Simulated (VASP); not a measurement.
Write the native input for VASP 6.6.1 that does the following.

```yaml
Task: single point
Functional: LDA
Potentials_or_basis: VASP PAW LDA potentials, release 64 (Rb_sv, Sb, Br)
Cutoff: 520 eV
k_mesh: 4 × 4 × 4
Occupations: gaussian, width 0.15 eV
Spin: no spin polarisation
Dipole_correction: no
Further_INCAR_settings: ALGO = Normal; EDIFF = 1e-06; NBANDS = 42
```

The structure of Rb2SbBr6 lies in POSCAR:

```
Rb2SbBr6
1.0
    0.0000000000      5.3793850000      5.3793850000
    5.3793850000      0.0000000000      5.3793850000
    5.3793850000      5.3793850000      0.0000000000
Rb Sb Br
2 1 6
Direct
    0.7500000000      0.7500000000      0.7500000000
    0.2500000000      0.2500000000      0.2500000000
    0.5000000000      0.5000000000      0.5000000000
    0.7497970000      0.7497970000      0.2502030000
    0.2502030000      0.2502030000      0.7497970000
    0.2502030000      0.7497970000      0.2502030000
    0.7497970000      0.2502030000      0.7497970000
    0.2502030000      0.7497970000      0.7497970000
    0.7497970000      0.2502030000      0.2502030000
```

These files were run (other wordings do the same):

INCAR

```
SYSTEM = Rb2SbBr6
  ALGO = Normal
  EDIFF = 1E-6
  ENCUT = 520
  GGA = CA
  ISIF = 2
  ISMEAR = 0
  LASPH = .TRUE.
  LCHARG = .FALSE.
  LREAL = .FALSE.
  LWAVE = .FALSE.
  NBANDS = 42
  NELM = 100
  PREC = Accurate
  SIGMA = 0.15
```

KPOINTS

```
k-points
0
G
  4 4 4
  0 0 0
```

Potentials or basis: VASP PAW LDA potentials, release 64 (Rb_sv, Sb, Br).

Command:

```sh
$ cat potpaw_LDA.64/Rb_sv/POTCAR potpaw_LDA.64/Sb/POTCAR potpaw_LDA.64/Br/POTCAR > POTCAR
$ mpirun -np 1 vasp_std > vasp.out
```

It gave:

```json
{
 "Pressure": "-1.8 GPa",
 "Largest force": "0.062 eV/Å",
 "Band gap on the k mesh": "zero (an odd number of electrons rules out a gap without spin polarisation)"
}
```

Caveat: spin-orbit coupling is left out, which moves the levels of the heavy elements; an odd number of electrons without spin polarisation forces a metal; a magnetic or distorted state may lie lower.

It took 4.4 min on 1 thread of Intel Xeon 8259CL, with other jobs on the host, peak memory 0.42 GiB.
